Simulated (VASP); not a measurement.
# Cs (P6_3/mmc) in VASP: a series of runs, part 2 of 2

VASP 6.6.1. The steps go on from the part before.

### 3 Single point, RPBE (volume scaled by 0.92)

File INCAR:

```
PREC     = Accurate       # precision mode
ENCUT    = 520            # plane-wave cutoff, eV
EDIFF    = 1E-6           # SCF threshold, eV
ISMEAR   = -1             # smearing method
SIGMA    = 0.1            # smearing width, eV
LREAL    = F              # projectors in reciprocal space
LASPH    = T              # aspherical terms in the spheres
NELM     = 80             # most SCF steps
ALGO     = Normal         # electronic algorithm
ISIF     = 2              # what is computed and relaxed
LWAVE    = F              # write WAVECAR
LCHARG   = F              # write CHGCAR
GGA      = RP             # functional
NBANDS   = 16             # bands
```

File KPOINTS:

```
Automatic mesh
0
Gamma
  7 7 4
```

File POSCAR:

```
Cs
1.0
    5.5421331180      0.0000000000      0.0000000000
   -2.7710665590      4.7996280713      0.0000000000
    0.0000000000      0.0000000000      9.0902567576
Cs
2
Direct
    0.3333333333      0.6666666667      0.2500000000
    0.6666666667      0.3333333333      0.7500000000
```

Potentials or basis: VASP PAW PBE potentials, release 64 (Cs_sv).

On the command line:

```sh
> cat potpaw_PBE.64/Cs_sv/POTCAR > POTCAR
> mpirun -np 1 vasp_std > vasp.out
```

OUTCAR:

```text
PREC = Accurate
   ENCUT = 520
   EDIFF = 1E-6
   ISMEAR = -1
   LREAL = F
   LASPH = T
   NELM = 80
   ISIF = 2
   GGA = RP

 ion  position               nearest neighbor table
   1  0.333  0.667  0.250-
   2  0.667  0.333  0.750-

  LATTYP: Found a hexagonal cell.
 ALAT       =     5.5421331180
 C/A-ratio  =     1.6402090249

  Lattice vectors:

 A1 = (   5.5421331180,   0.0000000000,   0.0000000000)
 A2 = (  -2.7710665590,   4.7996280713,   0.0000000000)
 A3 = (   0.0000000000,   0.0000000000,   9.0902567576)

Analysis of symmetry for initial positions (statically):
=====================================================================
 Subroutine PRICEL returns:
 Original cell was already a primitive cell.

 Routine SETGRP: Setting up the symmetry group for a
 hexagonal supercell.

 Subroutine GETGRP returns: Found 24 space group operations
 (whereof 12 operations were pure point group operations)
 out of a pool of 24 trial point group operations.

The static configuration has the point symmetry D_3d.
 The point group associated with its full space group is D_6h.

Analysis of symmetry for dynamics (positions and initial velocities):
=====================================================================
 Subroutine PRICEL returns:
 Original cell was already a primitive cell.

 Routine SETGRP: Setting up the symmetry group for a
 hexagonal supercell.

 Subroutine GETGRP returns: Found 24 space group operations
 (whereof 12 operations were pure point group operations)
 out of a pool of 24 trial point group operations.

The dynamic configuration has the point symmetry D_3d.
 The point group associated with its full space group is D_6h.

 Subroutine INISYM returns: Found 24 space group operations
[... 109 lines left out ...]
   EMIN   =  10.00;   EMAX   =-10.00  energy-range for DOS
   EFERMI =   0.00;   METHOD = LEGACY
   ISMEAR =    -1;   SIGMA  =   0.10  broadening in eV -4-tet -1-fermi 0-gaus
   EFERMI_NEDOS =   21; number of points for ismear=-14 and -15
   IALGO  =     38    algorithm
   IMIX   =      4    mixing-type and parameters
     AMIX     =   0.40;   BMIX     =  1.00
     AMIX_MAG =   1.60;   BMIX_MAG =  1.00
  volume/ion in A,a.u.               =     120.90       815.88
  Fermi-wavevector in a.u.,A,eV,Ry     =   0.688671  1.301400  6.452814  0.474268
  Thomas-Fermi vector in A             =   1.769538
   LORBIT       =      0    0 simple, 1 ext, 2 COOP (PROOUT), +10 PAW based schemes
   GGA     = RP    functional components
   LHFCALC =     F    Hartree Fock is set to
   AEXX    =    0.0000 exact exchange contribution
   IVDW    =     0    specifies the selected vdW correction
   LEPSILON=     F    determine dielectric tensor
   LRPA    =     F    only Hartree local field effects (RPA)
 non-spin polarized calculation
  energy-cutoff  :      520.00
  volume of cell :      241.80
 maximum number of plane-waves:      6538
 NGX is ok and might be reduce to    42
   NGX = 21   NGY = 21   NGZ = 33

 number of electron      18.0000000 magnetization

 Free energy of the ion-electron system (eV)
  ---------------------------------------------------
  ext. energy  EPLUGINS =         0.00000000
  ---------------------------------------------------
  free energy    TOTEN  =        -1.50885810 eV

  energy without entropy =       -1.43017655  energy(sigma->0) =       -1.46951732

 E-fermi :   0.4688     XC(G=0):  -5.1449

 val. band max:        0.4673343427   @ k =   0.0000   0.0000   0.0000
 cond. band min:       0.5430849409   @ k =   0.4286   0.0000   0.5000
 fundamental gap:      0.0757505982
 Fermi energy:         0.4687774107

 k-point     1 :       0.0000    0.0000    0.0000
  band No.  band energies     occupation
      1     -23.4701      2.00000
      2     -23.4656      2.00000
      3     -10.3471      2.00000
      4     -10.2531      2.00000
      5     -10.2531      2.00000
      6     -10.2382      2.00000
[... 433 lines left out ...]
      3     -10.3291      2.00000
      4     -10.3291      2.00000
      5     -10.2976      2.00000
      6     -10.2976      2.00000
[... 8 lines left out ...]
     15       3.0967      0.00000
     16       3.0967      0.00000

------------------------ aborting loop because EDIFF is reached ----------------------------------------

  FORCE on cell =-STRESS in cart. coord.  units (eV):
  Direction    XX          YY          ZZ          XY          YZ          ZX
  --------------------------------------------------------------------------------------
  -------------------------------------------------------------------------------------
  Total        0.2424801      0.2424801      0.2478405      0.0000000     -0.0000000      0.0000000
  in kB        1.6066673      1.6066673      1.6421855      0.0000000     -0.0000000      0.0000000
  external PRESSURE =       1.6185067 kB  Pullay stress =       0.0000000 kB

 VOLUME and BASIS-vectors are now :
 -----------------------------------------------------------------------------
  energy-cutoff  :      520.00
  volume of cell :      241.80
      direct lattice vectors                 reciprocal lattice vectors
     5.542133118  0.000000000  0.000000000     0.180435940  0.104174739  0.000000000
    -2.771066559  4.799628071  0.000000000     0.000000000  0.208349477  0.000000000
     0.000000000  0.000000000  9.090256758     0.000000000  0.000000000  0.110007894

 POSITION                                       TOTAL-FORCE (eV/Angst)
 -----------------------------------------------------------------------------------
     -0.00000      3.19975      2.27256         0.000000     -0.000000      0.000000
      2.77107      1.59988      6.81769        -0.000000      0.000000      0.000000
 -----------------------------------------------------------------------------------
    total drift:                               -0.000000      0.000000     -0.000000

  FREE ENERGIE OF THE ION-ELECTRON SYSTEM (eV)
  ---------------------------------------------------
  free  energy   TOTEN  =        -1.5088580983 eV

  energy  without entropy=       -1.4301765471  energy(sigma->0) =       -1.46951732
```

stdout:

```text
POSCAR found type information on POSCAR Cs
 POSCAR found :  1 types and       2 ions
 scaLAPACK will be used
 -----------------------------------------------------------------------------
|                                                                             |
|                                                                             |
|     You enforced a specific xc type in the INCAR file but a different       |
|     I HOPE YOU KNOW WHAT YOU ARE DOING!                                     |
|                                                                             |
 -----------------------------------------------------------------------------

 LDA part: xc-table for (Slater+PW92), standard interpolation
 POSCAR, INCAR and KPOINTS ok, starting setup
 FFT: planning ... GRIDC
 FFT: planning ... GRID_SOFT
 FFT: planning ... GRID
 WAVECAR not read
 entering main loop
```

It took 58 s on 1 thread of Intel Xeon Platinum 8488C (Sapphire Rapids), shared host; peak memory 0.35 GiB.

What came out:

* Free energy: -1.5089 eV
* Pressure: 0.2 GPa
* Band gap on the k mesh: zero (band 9 reaches 0.94 eV, above the bottom of band 10 at -0.57 eV)

Caveat: the PAW data sets were made with another functional, which shifts forces and pressure a little; spin-orbit coupling is left out, which moves the levels of the heavy elements.

### 4 Single point, RPBE (volume scaled by 0.96)

File INCAR:

```
SYSTEM = Cs
ALGO = Normal
EDIFF = 1E-6
ENCUT = 520
GGA = RP
ISIF = 2
ISMEAR = -1
LASPH = .True.
LCHARG = .False.
LREAL = .False.
LWAVE = .False.
NBANDS = 16
NELM = 100
PREC = Accurate
SIGMA = 0.1
```

File KPOINTS:

```
k-points
0
Gamma
  7 7 4
  0 0 0
```

File POSCAR:

```
Cs
1.0
    5.6213171464      0.0000000000      0.0000000000
   -2.8106585732      4.8682034515      0.0000000000
    0.0000000000      0.0000000000      9.2201351156
Cs
2
Direct
    0.3333333333      0.6666666667      0.2500000000
    0.6666666667      0.3333333333      0.7500000000
```

Potentials or basis: VASP PAW PBE potentials, release 64 (Cs_sv).

On the command line:

```sh
> cat potpaw_PBE.64/Cs_sv/POTCAR > POTCAR
> mpirun -np 1 vasp_std > vasp.out
```

OUTCAR:

```text
SYSTEM = Cs
   EDIFF = 1E-6
   ENCUT = 520
   GGA = RP
   ISIF = 2
   ISMEAR = -1
   LASPH = .True.
   LREAL = .False.
   NELM = 100
   PREC = Accurate

 ion  position               nearest neighbor table
   1  0.333  0.667  0.250-
   2  0.667  0.333  0.750-

  LATTYP: Found a hexagonal cell.
 ALAT       =     5.6213171464
 C/A-ratio  =     1.6402090249

  Lattice vectors:

 A1 = (   5.6213171464,   0.0000000000,   0.0000000000)
[... 639 lines left out ...]
     16       2.9586      0.00000

------------------------ aborting loop because EDIFF is reached ----------------------------------------

  FORCE on cell =-STRESS in cart. coord.  units (eV):
  Direction    XX          YY          ZZ          XY          YZ          ZX
  --------------------------------------------------------------------------------------
  -------------------------------------------------------------------------------------
  Total        0.1210151      0.1210151      0.1273459      0.0000000      0.0000000      0.0000000
  in kB        0.7684331      0.7684331      0.8086329      0.0000000      0.0000000      0.0000000
  external PRESSURE =       0.7818330 kB  Pullay stress =       0.0000000 kB

 VOLUME and BASIS-vectors are now :
 -----------------------------------------------------------------------------
  energy-cutoff  :      520.00
  volume of cell :      252.32
      direct lattice vectors                 reciprocal lattice vectors
     5.621317146  0.000000000  0.000000000     0.177894250  0.102707293  0.000000000
    -2.810658573  4.868203452  0.000000000     0.000000000  0.205414587  0.000000000
     0.000000000  0.000000000  9.220135116     0.000000000  0.000000000  0.108458280

 POSITION                                       TOTAL-FORCE (eV/Angst)
 -----------------------------------------------------------------------------------
     -0.00000      3.24547      2.30503        -0.000000      0.000000      0.000000
      2.81066      1.62273      6.91510         0.000000     -0.000000      0.000000
 -----------------------------------------------------------------------------------
    total drift:                               -0.000000      0.000000     -0.000000

  FREE ENERGIE OF THE ION-ELECTRON SYSTEM (eV)
  ---------------------------------------------------
  free  energy   TOTEN  =        -1.5170711259 eV

  energy  without entropy=       -1.4379536992  energy(sigma->0) =       -1.47751241
```

OSZICAR:

```text
N       E                     dE             d eps       ncg     rms          rms(c)
DAV:   1     0.141016313039E+03    0.14102E+03   -0.59640E+03   768   0.808E+02
DAV:   2     0.169981088370E+02   -0.12402E+03   -0.11846E+03  1240   0.150E+02
DAV:   3    -0.107961404473E+01   -0.18078E+02   -0.17946E+02   968   0.624E+01
DAV:   4    -0.149881564245E+01   -0.41920E+00   -0.41907E+00  1040   0.109E+01
DAV:   5    -0.150200255608E+01   -0.31869E-02   -0.31869E-02  1048   0.979E-01    0.246E-01
DAV:   6    -0.150942003104E+01   -0.74175E-02   -0.40643E-03  1032   0.308E-01    0.169E-01
DAV:   7    -0.151674402374E+01   -0.73240E-02   -0.10779E-02   872   0.521E-01    0.467E-02
DAV:   8    -0.151706475162E+01   -0.32073E-03   -0.48733E-04  1056   0.114E-01    0.148E-02
DAV:   9    -0.151707197345E+01   -0.72218E-05   -0.30888E-05  1080   0.278E-02    0.512E-03
DAV:  10    -0.151707112592E+01    0.84753E-06   -0.49016E-06  1024   0.987E-03
   1 F= -.15170711E+01 E0= -.14775124E+01  d E =-.791174E-01
```

Wall time 76 s (1 thread of Intel Xeon Platinum 8488C (Sapphire Rapids), shared host); peak memory 0.35 GiB.

What came out:

```yaml
Free_energy: -1.5171 eV
Pressure: 0.1 GPa
Band_gap_on_the_k_mesh: zero (band 9 reaches 0.84 eV, above the bottom of band 10 at -0.65 eV)
```

Caveat: the PAW data sets were made with another functional, which shifts forces and pressure a little; spin-orbit coupling is left out, which moves the levels of the heavy elements.

### 5 The runs side by side

```tsv
cell	gap on the mesh (eV)	pressure (GPa)
a = 5.461, b = 5.461, c = 8.957 Å, angles 90.0, 90.0, 120.0°, 2 atoms	none	0.3
a = 5.542, b = 5.542, c = 9.090 Å, angles 90.0, 90.0, 120.0°, 2 atoms	none	0.2
a = 5.621, b = 5.621, c = 9.220 Å, angles 90.0, 90.0, 120.0°, 2 atoms	none	0.1
```

Alike in all rows: task single point; level RPBE; potentials or basis VASP PAW PBE potentials, release 64 (Cs_sv); no spin polarisation; k mesh 7 × 7 × 4; cutoff (eV) 520; smearing fermi-dirac 0.1 eV.

Caveats: the PAW data sets were made with another functional, which shifts forces and pressure a little; spin-orbit coupling is left out, which moves the levels of the heavy elements.

Total energies depend on the potentials used, so only differences within one code and one set of settings carry meaning.
